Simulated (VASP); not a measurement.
Write the native input for VASP 6.6.1 that does the following.

* Task: single point
* Functional: PBEsol
* Potentials or basis: VASP PAW PBE potentials, release 64 (Se)
* Cutoff: 520 eV
* k mesh: 21 × 21 × 21
* Occupations: fermi-dirac, width 0.1 eV
* Spin: no spin polarisation
* Dipole correction: no
* Further INCAR settings: ALGO = Normal; EDIFF = 1e-06; NBANDS = 9

The structure of Se lies in POSCAR:

```
Se
1.0
   -1.6880470396      1.6880470396      1.6880470396
    1.6880470396     -1.6880470396      1.6880470396
    1.6880470396      1.6880470396     -1.6880470396
Se
1
Direct
    0.0000000000      0.0000000000      0.0000000000
```

One way to write it, as run:

INCAR

```
  ALGO = Normal
  EDIFF = 1E-6
  ENCUT = 520
  GGA = PS
  ISIF = 2
  ISMEAR = -1
  LASPH = True
  LCHARG = True
  LELF = True
  LREAL = False
  LVHAR = True
  LWAVE = False
  NBANDS = 9
  NELM = 60
  PREC = Accurate
  SIGMA = 0.1
```

KPOINTS

```
k-points
0
Gamma
  21 21 21
```

Potentials or basis: VASP PAW PBE potentials, release 64 (Se).

The run is started by

```bash
$ cat potpaw_PBE.64/Se/POTCAR > POTCAR
$ mpirun -np 1 vasp_std > vasp.out
```

Results of the run:

* Pressure: 0.3 GPa
* Band gap on the k mesh: zero (band 3 reaches 9.35 eV, above the bottom of band 4 at 2.31 eV)

Caveat: the PAW data sets were made with another functional, which shifts forces and pressure a little.

Run time: 56 s on 1 thread of AMD EPYC 7R13, on a shared host, peak memory 0.15 GiB.
